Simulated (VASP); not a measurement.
# S (Pm-3m) in VASP: further runs

S is run at these levels: PBEsol; tasks: single point, relaxation of cell and atoms.

Everything below comes from runs of VASP 6.6.1. Logs are shortened: lines on timing, memory, paths and dates and some standing lists are left out, and cuts for length are marked.

**1. The cell of the first run**

The structure is cubic, space group Pm-3m (No. 221). Conventional cell: a = 2.224 Å, b = 2.224 Å, c = 2.224 Å, α = 90.00°, β = 90.00°, γ = 90.00°. Within 2.9 Å of S (site symmetry m-3m) lie 6 S at 2.22 Å.

This isn't the form of S at room conditions, which is orthorhombic, of S8 rings.

**2. Single point, PBEsol**

Input file INCAR:

```
ALGO = Normal ; EDIFF = 1E-7
ENCUT = 520 ; GGA = PS
ISIF = 2 ; ISMEAR = -1
LASPH = True ; LCHARG = True
LELF = True ; LREAL = False
LVHAR = True ; LWAVE = False
NBANDS = 9 ; NELM = 60
PREC = Accurate ; SIGMA = 0.1
```

Input file KPOINTS:

```
k-points
0
Gamma
  16 16 16
```

Input file POSCAR:

```
S
1.0
    2.2242776221      0.0000000000      0.0000000000
    0.0000000000      2.2242776221      0.0000000000
    0.0000000000      0.0000000000      2.2242776221
S
1
Direct
    0.0000000000      0.0000000000      0.0000000000
```

Potentials or basis: VASP PAW PBE potentials, release 64 (S).

Command:

```console
> cat potpaw_PBE.64/S/POTCAR > POTCAR
> mpirun -np 1 vasp_std > vasp.out
```

OUTCAR:

```text
EDIFF = 1E-7
   ENCUT = 520
   GGA = PS
   ISIF = 2
   ISMEAR = -1
   LASPH = True
   LREAL = False
   NELM = 60
   PREC = Accurate

 ion  position               nearest neighbor table
   1  0.000  0.000  0.000-

  LATTYP: Found a simple cubic cell.
 ALAT       =     2.2242776221

  Lattice vectors:

 A1 = (   2.2242776221,   0.0000000000,   0.0000000000)
 A2 = (   0.0000000000,   2.2242776221,   0.0000000000)
 A3 = (   0.0000000000,   0.0000000000,   2.2242776221)

Analysis of symmetry for initial positions (statically):
=====================================================================
 Subroutine PRICEL returns:
 Original cell was already a primitive cell.

 Routine SETGRP: Setting up the symmetry group for a
 simple cubic supercell.

 Subroutine GETGRP returns: Found 48 space group operations
 (whereof 48 operations were pure point group operations)
 out of a pool of 48 trial point group operations.

The static configuration has the point symmetry O_h .

Analysis of symmetry for dynamics (positions and initial velocities):
=====================================================================
 Subroutine PRICEL returns:
 Original cell was already a primitive cell.

 Routine SETGRP: Setting up the symmetry group for a
 simple cubic supercell.

 Subroutine GETGRP returns: Found 48 space group operations
 (whereof 48 operations were pure point group operations)
 out of a pool of 48 trial point group operations.

The dynamic configuration has the point symmetry O_h .

 Subroutine INISYM returns: Found 48 space group operations
 (whereof 48 operations are pure point group operations),
 and found     1 'primitive' translations

----------------------------------------------------------------------------------------

                                     Primitive cell

  volume of cell :      11.0044

  direct lattice vectors                    reciprocal lattice vectors
     2.224277622  0.000000000  0.000000000     0.449584166  0.000000000  0.000000000
     0.000000000  2.224277622  0.000000000     0.000000000  0.449584166  0.000000000
     0.000000000  0.000000000  2.224277622     0.000000000  0.000000000  0.449584166

  length of vectors
     2.224277622  2.224277622  2.224277622     0.449584166  0.449584166  0.449584166

  position of ions in fractional coordinates (direct lattice)
     0.000000000  0.000000000  0.000000000

  ion indices of the primitive-cell ions
   primitive index   ion index
                 1           1

----------------------------------------------------------------------------------------

 KPOINTS: k-points

Automatic generation of k-mesh.
 Grid dimensions read from file:
 generate k-points for:   16   16   16

 Generating k-lattice:

  Cartesian coordinates                     Fractional coordinates (reciprocal lattice)
     0.028099010  0.000000000  0.000000000     0.062500000  0.000000000  0.000000000
     0.000000000  0.028099010  0.000000000     0.000000000  0.062500000  0.000000000
     0.000000000  0.000000000  0.028099010     0.000000000  0.000000000  0.062500000

  Length of vectors
     0.028099010  0.028099010  0.028099010

  Shift w.r.t. Gamma in fractional coordinates (k-lattice)
     0.000000000  0.000000000  0.000000000

 Subroutine IBZKPT returns following result:
 ===========================================

 Found    165 irreducible k-points:

 Following reciprocal coordinates:
            Coordinates               Weight
  0.000000  0.000000  0.000000      1.000000
  0.062500  0.000000  0.000000      6.000000
  0.125000  0.000000  0.000000      6.000000
  0.187500  0.000000  0.000000      6.000000
  0.250000  0.000000  0.000000      6.000000
  0.312500  0.000000  0.000000      6.000000
[... 16 lines left out ...]
  0.437500  0.125000  0.000000     24.000000
  0.500000  0.125000  0.000000     12.000000
 [... further k-points ...]
   k-points           NKPTS =    165   k-points in BZ     NKDIM =    165   number of bands    NBANDS=      9
   number of dos      NEDOS =    301   number of ions     NIONS =      1
   total plane-waves  NPLWV =   5832
   dimension x,y,z NGX =    18 NGY =   18 NGZ =   18
   dimension x,y,z NGXF=    36 NGYF=   36 NGZF=   36
   ions per type =               1
   NGX,Y,Z   is equivalent  to a cutoff of  13.45, 13.45, 13.45 a.u.
   NGXF,Y,Z  is equivalent  to a cutoff of  26.91, 26.91, 26.91 a.u.
 SYSTEM =  unknown system
   PREC   = accura    normal or accurate (medium, high low for compatibility)
   ISTART =      0    job   : 0-new  1-cont  2-samecut
   ICHARG =      2    charge: 1-file 2-atom 10-const
   ISPIN  =      1    spin polarized calculation?
   LNONCOLLINEAR =      F non collinear calculations
   LSORBIT =      F    spin-orbit coupling
   LASPH  =      T    aspherical Exc in radial PAW
   ENCUT  =  520.0 eV  38.22 Ry    6.18 a.u.   4.14  4.14  4.14*2*pi/ulx,y,z
   NELM   =     60;   NELMIN=  2; NELMDL= -5     # of ELM steps
   EDIFF  = 0.1E-06   stopping-criterion for ELM
   LREAL  =      F    real-space projection
   EDIFFG = 0.1E-05   stopping-criterion for IOM
   NSW    =      0    number of steps for IOM
   IBRION =     -1    ionic relax: 0-MD 1-quasi-New 2-CG
   NFREE  =      0    steps in history (QN), initial steepest desc. (CG)
   ISIF   =      2    stress and relaxation
   ISYM   =      2    0-nonsym 1-usesym 2-fastsym
   POTIM  = 0.5000    time-step for ionic-motion
   TEBEG  =    0.0;   TEEND  =   0.0 temperature during run
   PSTRESS=    0.0 pullay stress
   NELECT =       6.0000    total number of electrons
   NUPDOWN=      -1.0000    fix difference up-down
   EMIN   =  10.00;   EMAX   =-10.00  energy-range for DOS
   EFERMI =   0.00;   METHOD = LEGACY
   ISMEAR =    -1;   SIGMA  =   0.10  broadening in eV -4-tet -1-fermi 0-gaus
   EFERMI_NEDOS =   21; number of points for ismear=-14 and -15
   IALGO  =     38    algorithm
   IMIX   =      4    mixing-type and parameters
     AMIX     =   0.40;   BMIX     =  1.00
     AMIX_MAG =   1.60;   BMIX_MAG =  1.00
  volume/ion in A,a.u.               =      11.00        74.26
  Fermi-wavevector in a.u.,A,eV,Ry     =   1.337425  2.527368 24.336835  1.788707
  Thomas-Fermi vector in A             =   2.465975
   LORBIT       =      0    0 simple, 1 ext, 2 COOP (PROOUT), +10 PAW based schemes
   GGA     = PS    functional components
   LHFCALC =     F    Hartree Fock is set to
   AEXX    =    0.0000 exact exchange contribution
   IVDW    =     0    specifies the selected vdW correction
   LEPSILON=     F    determine dielectric tensor
   LRPA    =     F    only Hartree local field effects (RPA)
 non-spin polarized calculation
  energy-cutoff  :      520.00
  volume of cell :       11.00
 maximum number of plane-waves:       305
 NGX is ok and might be reduce to    18
   NGX =  9   NGY =  9   NGZ =  9

 number of electron       6.0000001 magnetization

 Free energy of the ion-electron system (eV)
  ---------------------------------------------------
  ext. energy  EPLUGINS =         0.00000000
  ---------------------------------------------------
  free energy    TOTEN  =        -3.01614901 eV

  energy without entropy =       -3.00762611  energy(sigma->0) =       -3.01188756

 E-fermi :  14.7469     XC(G=0): -12.8770

 val. band max:       14.7137776065   @ k =   0.3750   0.3750   0.2500
 cond. band min:      14.8184057613   @ k =   0.5000   0.5000   0.2500
 fundamental gap:      0.1046281548
 Fermi energy:        14.7469159507

 k-point     1 :       0.0000    0.0000    0.0000
  band No.  band energies     occupation
      1      -8.0362      2.00000
      2      17.2272      0.00000
      3      17.2272      0.00000
      4      17.2272      0.00000
      5      20.0748      0.00000
      6      20.0748      0.00000
      7      28.9069      0.00000
      8      41.0961      0.00000
      9      41.0961      0.00000

 k-point     2 :       0.0625    0.0000    0.0000
  band No.  band energies     occupation
      1      -7.9305      2.00000
      2      15.5188      0.00089
      3      17.3084      0.00000
      4      17.3084      0.00000
      5      20.1592      0.00000
      6      21.6832      0.00000
      7      29.2383      0.00000
      8      40.2604      0.00000
      9      40.2604      0.00000

 k-point     3 :       0.1250    0.0000    0.0000
  band No.  band energies     occupation
      1      -7.6148      2.00000
      2      12.9334      2.00000
      3      17.5484      0.00000
      4      17.5484      0.00000
      5      20.4075      0.00000
      6      23.8740      0.00000
      7      30.2993      0.00000
      8      38.3793      0.00000
      9      38.3793      0.00000

 k-point     4 :       0.1875    0.0000    0.0000
  band No.  band energies     occupation
      1      -7.0933      2.00000
      2      10.3548      2.00000
      3      17.9374      0.00000
      4      17.9374      0.00000
      5      20.8048      0.00000
      6      25.6515      0.00000
      7      32.0946      0.00000
      8      36.2084      0.00000
      9      36.2084      0.00000
[... 205 lines left out ...]
 k-point    22 :       0.3750    0.1250    0.0000
  band No.  band energies     occupation
      1      -4.0402      2.00000
      2       4.0098      2.00000
      3      15.8251      0.00004
      4      19.9811      0.00000
      5      24.9770      0.00000
      6      26.3415      0.00000
      7      30.9253      0.00000
      8      32.2637      0.00000
      9      36.3922      0.00000

 k-point    23 :       0.4375    0.1250    0.0000
  band No.  band energies     occupation
      1      -3.0377      2.00000
      2       2.4183      2.00000
      3      16.3983      0.00000
      4      20.4711      0.00000
      5      24.7655      0.00000
      6      25.9666      0.00000
      7      29.8576      0.00000
      8      33.2186      0.00000
      9      35.5199      0.00000

 k-point    24 :       0.5000    0.1250    0.0000
  band No.  band energies     occupation
      1      -2.5309      2.00000
      2       1.7146      2.00000
      3      16.6319      0.00000
      4      20.6656      0.00000
      5      24.4481      0.00000
      6      26.0672      0.00000
      7      29.4696      0.00000
      8      33.8010      0.00000
      9      34.9394      0.00000

 [... further k-points ...]
[... 5 lines left out ...]
  --------------------------------------------------------------------------------------
  -------------------------------------------------------------------------------------
  Total        4.7849732      4.7849732      4.7849732     -0.0000000      0.0000000     -0.0000000
  in kB      696.6635955    696.6635955    696.6635955     -0.0000000      0.0000000     -0.0000000
  external PRESSURE =     696.6635955 kB  Pullay stress =       0.0000000 kB

 VOLUME and BASIS-vectors are now :
 -----------------------------------------------------------------------------
  energy-cutoff  :      520.00
  volume of cell :       11.00
      direct lattice vectors                 reciprocal lattice vectors
     2.224277622  0.000000000  0.000000000     0.449584166  0.000000000  0.000000000
     0.000000000  2.224277622  0.000000000     0.000000000  0.449584166  0.000000000
     0.000000000  0.000000000  2.224277622     0.000000000  0.000000000  0.449584166

 POSITION                                       TOTAL-FORCE (eV/Angst)
 -----------------------------------------------------------------------------------
      0.00000      0.00000      0.00000         0.000000      0.000000      0.000000
 -----------------------------------------------------------------------------------
    total drift:                               -0.000000     -0.000000      0.000000

  FREE ENERGIE OF THE ION-ELECTRON SYSTEM (eV)
  ---------------------------------------------------
  free  energy   TOTEN  =        -3.0161490054 eV

  energy  without entropy=       -3.0076261123  energy(sigma->0) =       -3.01188756
```

Wall time 15 s (1 thread of AMD EPYC 7R13, shared host); peak memory 0.09 GiB.

What came out:

```
Free energy            : -3.0161 eV
Pressure               : 69.7 GPa
Band gap on the k mesh : zero (bands 3 and 4 overlap by 11.10 eV)
```

Levels at points of the mesh, in eV from the Fermi level:
```tsv
k point	band 1	band 2	band 3	band 4	band 5	band 6	band 7
(0.00, 0.00, 0.00)	-22.78	2.48	2.48	2.48	5.33	5.33	14.16
(0.50, 0.00, 0.00)	-17.70	-13.41	5.62	5.62	8.33	14.39	14.39
(0.50, 0.50, 0.00)	-12.22	-9.47	-9.47	-1.53	8.49	17.37	17.37
(0.50, 0.50, 0.50)	-5.94	-5.94	-5.94	-5.48	2.88	2.88	2.88
```

Caveat: the cell stands under pressure; the PAW data sets were made with another functional, which shifts forces and pressure a little.

**3. Single point, PBEsol**

Input file INCAR:

```
SYSTEM = S
PREC = Accurate ; ENCUT = 520
EDIFF = 1E-7 ; ISMEAR = -1
SIGMA = 0.1 ; LREAL = .FALSE.
LASPH = .TRUE. ; NELM = 60
ALGO = Normal ; ISIF = 2
LWAVE = .FALSE. ; LCHARG = .TRUE.
GGA = PS ; LELF = .TRUE.
LVHAR = .TRUE. ; NBANDS = 9
```

Input file KPOINTS:

```
Automatic mesh
0
G
  16 16 16
  0 0 0
```

Input file POSCAR:

```
S
1.0
    2.2247121132      0.0000000000      0.0000000000
    0.0000000000      2.2247121132      0.0000000000
    0.0000000000      0.0000000000      2.2247121132
S
1
Direct
    0.0000000000      0.0000000000      0.0000000000
```

Potentials or basis: VASP PAW PBE potentials, release 64 (S).

Command:

```console
> cat potpaw_PBE.64/S/POTCAR > POTCAR
> mpirun -np 1 vasp_std > vasp.out
```

It took 17 s on 1 thread of AMD EPYC 7R13, shared host; peak memory 0.09 GiB.

Results (log left out):

* Free energy: -3.0190 eV
* Pressure: 69.5 GPa
* Band gap on the k mesh: zero (bands 3 and 4 overlap by 11.10 eV)

Levels at points of the mesh, in eV from the Fermi level:
```tsv
k point	band 1	band 2	band 3	band 4	band 5	band 6	band 7	band 8
(0.00, 0.00, 0.00)	-22.77	2.48	2.48	2.48	5.33	5.33	14.15	26.34
(0.50, 0.00, 0.00)	-17.69	-13.40	5.61	5.61	8.33	14.39	14.39	16.98
(0.50, 0.50, 0.00)	-12.22	-9.47	-9.47	-1.53	8.48	17.37	17.37	17.44
(0.50, 0.50, 0.50)	-5.94	-5.94	-5.94	-5.48	2.88	2.88	2.88	10.56
```

Caveat: the cell stands under pressure; the PAW data sets were made with another functional, which shifts forces and pressure a little.

**4. Relaxation of cell and atoms, PBEsol, target pressure 69 GPa, at which the enthalpy is minimised**

This run uses another cell than the first one, of 10.88 Å³/atom.

Input file INCAR:

```
ALGO = Normal
EDIFF = 1E-6
EDIFFG = -0.005
ENCUT = 600
GGA = PS
IBRION = 2
ISIF = 3
ISMEAR = -1
LASPH = True
LCHARG = False
LREAL = False
LWAVE = False
NELM = 100
NSW = 60
PREC = Accurate
PSTRESS = 690.0
SIGMA = 0.1
```

Input file KPOINTS:

```
k-points
0
Gamma
  16 16 16
```

Input file POSCAR:

```
S
1.0
    2.2155741265      0.0000000000      0.0000000000
    0.0000000000      2.2155741265      0.0000000000
    0.0000000000      0.0000000000      2.2155741265
S
1
Direct
    0.0000000000      0.0000000000      0.0000000000
```

Command:

```console
> cat potpaw_PBE.64/S/POTCAR > POTCAR
> mpirun -np 1 vasp_std > vasp.out
```

Run time: 27 s. Hardware: 1 thread of AMD EPYC 7R13, shared host; peak memory 0.09 GiB.

The run converged. Its results:

```
Free energy                                                : -3.0304 eV
Relaxed volume                                             : 11.04 Å³/atom
Relaxed cell                                               : a = 2.226 Å, b = 2.226 Å, c = 2.226 Å, α = 90.00°, β = 90.00°, γ = 90.00°
Space group after relaxing (to 0.1 Å)                      : Pm-3m (No. 221)
Energy change on relaxing (the run minimises the enthalpy) : -70.9 meV/atom
Ionic steps                                                : 3
Pressure after relaxing                                    : 69.0 GPa
Band gap on the k mesh                                     : zero (bands 3 and 4 overlap by 11.10 eV)
```

Step by step:
```
step  energy change (eV)  largest force (eV/Å)  pressure (GPa)  volume (Å³)
   1              0.0000                0.0000           72.95        10.88
   2             -0.1813                0.0000           63.25        11.30
   3             -0.0709                0.0000           68.95        11.04
```

Final structure:
```
S
1.0
     2.22640    0.00000    0.00000
     0.00000    2.22640    0.00000
     0.00000    0.00000    2.22640
S
1
Direct
  0.00000 0.00000 0.00000
```

Levels at points of the mesh, in eV from the Fermi level:
```tsv
k point	band 1	band 2	band 3	band 4	band 5	band 6
(0.00, 0.00, 0.00)	-22.74	2.47	2.47	2.47	5.34	5.34
(0.50, 0.00, 0.00)	-17.67	-13.37	5.60	5.60	8.34	14.38
(0.50, 0.50, 0.00)	-12.22	-9.45	-9.45	-1.51	8.45	17.36
(0.50, 0.50, 0.50)	-5.93	-5.93	-5.93	-5.51	2.90	2.90
```

Caveat: the cell is relaxed towards a set pressure, so the run minimises the enthalpy, not the energy; the PAW data sets were made with another functional, which shifts forces and pressure a little.

**5. Relaxation of cell and atoms, PBEsol, target pressure 69 GPa, at which the enthalpy is minimised**

Input file INCAR:

```
PREC = Accurate ; ENCUT = 600
EDIFF = 1E-7 ; ISMEAR = -1
SIGMA = 0.1 ; LREAL = False
LASPH = True ; NELM = 60
ALGO = Normal ; ISIF = 3
LWAVE = False ; LCHARG = False
GGA = PS ; IBRION = 2
NSW = 32 ; EDIFFG = -0.005
PSTRESS = 690.0
```

Input file KPOINTS:

```
Automatic mesh
0
Gamma
  16 16 16
```

Input file POSCAR:

```
S
1.0
    2.2242776221      0.0000000000      0.0000000000
    0.0000000000      2.2242776221      0.0000000000
    0.0000000000      0.0000000000      2.2242776221
S
1
Direct
    0.0000000000      0.0000000000      0.0000000000
```

Command:

```console
> cat potpaw_PBE.64/S/POTCAR > POTCAR
> mpirun -np 1 vasp_std > vasp.out
```

Wall time 25 s (1 thread of AMD EPYC 7R13, shared host); peak memory 0.09 GiB.

Results (log left out):

| Property | Result |
| --- | --- |
| Free energy | -3.0295 eV |
| Relaxed volume | 11.03 Å³/atom |
| Relaxed cell | a = 2.226 Å, b = 2.226 Å, c = 2.226 Å, α = 90.00°, β = 90.00°, γ = 90.00° |
| Space group after relaxing (to 0.1 Å) | Pm-3m (No. 221) |
| Energy change on relaxing (the run minimises the enthalpy) | -12.8 meV/atom |
| Ionic steps | 3 |
| Pressure after relaxing | 69.0 GPa |
| Band gap on the k mesh | zero (bands 3 and 4 overlap by 11.10 eV) |

The path:
| step | energy change (eV) | largest force (eV/Å) | pressure (GPa) | volume (Å³) |
| --- | --- | --- | --- | --- |
| 1 | 0.0000 | 0.0000 | 69.70 | 11.00 |
| 2 | -0.0330 | 0.0000 | 67.91 | 11.08 |
| 3 | -0.0128 | 0.0000 | 69.00 | 11.03 |

Final structure:
```yaml
crystal:
  lattice:
    - [2.22626, 0.00000, 0.00000]
    - [0.00000, 2.22626, 0.00000]
    - [0.00000, 0.00000, 2.22626]
  atoms:
    - { symbol: S, position: [0.00000, 0.00000, 0.00000] }
```

Levels at points of the mesh, in eV from the Fermi level:
```csv
k point,band 1,band 2,band 3,band 4,band 5,band 6,band 7
"(0.00, 0.00, 0.00)",-22.74,2.47,2.47,2.47,5.34,5.34,14.13
"(0.50, 0.00, 0.00)",-17.68,-13.38,5.60,5.60,8.34,14.39,14.39
"(0.50, 0.50, 0.00)",-12.22,-9.45,-9.45,-1.51,8.46,17.36,17.36
"(0.50, 0.50, 0.50)",-5.93,-5.93,-5.93,-5.51,2.90,2.90,2.90
```

Caveat: the cell is relaxed towards a set pressure, so the run minimises the enthalpy, not the energy; the PAW data sets were made with another functional, which shifts forces and pressure a little.

**6. Overview**

```csv
task,cell,cutoff (eV),gap on the mesh (eV),pressure (GPa)
single point,"a = 2.224 Å, 1 atom",520,none,69.7
single point,"a = 2.225 Å, 1 atom",520,none,69.5
relaxation of cell and atoms,"relaxed to 69 GPa from a = 2.216 Å, 1 atom",600,none,69.0
relaxation of cell and atoms,"relaxed to 69 GPa from a = 2.224 Å, 1 atom",600,none,69.0
```

Alike in all rows: level PBEsol; potentials or basis VASP PAW PBE potentials, release 64 (S); no spin polarisation; k mesh 16 × 16 × 16; smearing fermi-dirac 0.1 eV.

Caveats: the PAW data sets were made with another functional, which shifts forces and pressure a little; the cell stands under pressure (at least some runs); the cell is relaxed towards a set pressure, so the run minimises the enthalpy, not the energy (at least some runs).

Absolute energies hang on the potentials; compare differences alone.
